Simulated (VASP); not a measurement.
Write the native input for VASP 6.6.1 that does the following.

| Property | Result |
| --- | --- |
| Task | single point |
| Functional | PBE |
| Potentials or basis | VASP PAW PBE potentials, release 64 (La) |
| Cutoff | 520 eV |
| k mesh | 12 × 12 × 11 |
| Occupations | fermi-dirac, width 0.08 eV |
| Spin | no spin polarisation |
| Dipole correction | no |
| Further INCAR settings | ALGO = Normal; EDIFF = 1e-06; NBANDS = 12 |

The structure of La lies in POSCAR:

```
La
1.0
    3.3878002428      0.0000000000      0.0000000000
   -1.6939001214      2.9339210732      0.0000000000
    0.0000000000      0.0000000000      3.3455086990
La
1
Direct
    0.0000000000      0.0000000000      0.0000000000
```

This cell differs from its parent crystal: volume scaled by 0.9.

These files were run (other wordings do the same):

INCAR

```
  PREC = Accurate
  ENCUT = 520
  EDIFF = 1E-6
  ISMEAR = -1
  SIGMA = 0.08
  LREAL = False
  LASPH = True
  NELM = 100
  ALGO = Normal
  ISIF = 2
  LWAVE = False
  LCHARG = False
  GGA = PE
  NBANDS = 12
```

KPOINTS

```
regular mesh
0
Gamma
  12 12 11
```

Potentials or basis: VASP PAW PBE potentials, release 64 (La).

Run with:

```sh
$ cat potpaw_PBE.64/La/POTCAR > POTCAR
$ mpirun -np 1 vasp_std > vasp.out
```

It gave:

```yaml
Pressure: 3.1 GPa
```

Run time: 92 s on 1 thread of Intel Xeon 8259CL, with other jobs on the host, peak memory 0.21 GiB.
